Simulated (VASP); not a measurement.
A run of VASP 6.6.1 is set up as follows.

The input INCAR:

```
PREC = Accurate
ENCUT = 600
EDIFF = 1E-6
ISMEAR = 0
SIGMA = 0.1
LREAL = False
LASPH = True
NELM = 100
ALGO = Normal
ISIF = 3
LWAVE = False
LCHARG = False
GGA = PE
IBRION = 2
NSW = 100
EDIFFG = -0.01
```

KPOINTS

```
Automatic mesh
0
Gamma
  18 18 18
```

The input POSCAR:

```
TiAl3
1.0
   -1.9111067713      1.9111067713      4.2806687947
    1.9111067713     -1.9111067713      4.2806687947
    1.9111067713      1.9111067713     -4.2806687947
Ti Al
1 3
Direct
    0.0000000000      0.0000000000      0.0000000000
    0.5000000000      0.5000000000      0.0000000000
    0.7500000000      0.2500000000      0.5000000000
    0.2500000000      0.7500000000      0.5000000000
```

Potentials or basis: VASP PAW PBE potentials, release 64 (Ti_sv, Al).

The run is started by

```console
$ cat potpaw_PBE.64/Ti_sv/POTCAR potpaw_PBE.64/Al/POTCAR > POTCAR
$ mpirun -np 1 vasp_std > vasp.out
```

Question: Estimate the relaxed volume.

Answer: 15.93 Å³/atom.

Question: Predict the relaxed cell.

Answer: a = 5.095 Å, b = 5.095 Å, c = 5.095 Å, α = 135.65°, β = 135.65°, γ = 64.52°.

Question: What does it give for the space group after relaxing (to 0.05 Å)?

Answer: I4/mmm (No. 139).

Step by step:
```
step  energy change (eV)  largest force (eV/Å)  pressure (GPa)  volume (Å³)
   1              0.0000                0.0000            2.06        62.54
   2             -0.0054                0.0000           -1.05        64.38
   3             -0.0076                0.0000           -0.01        63.73
```
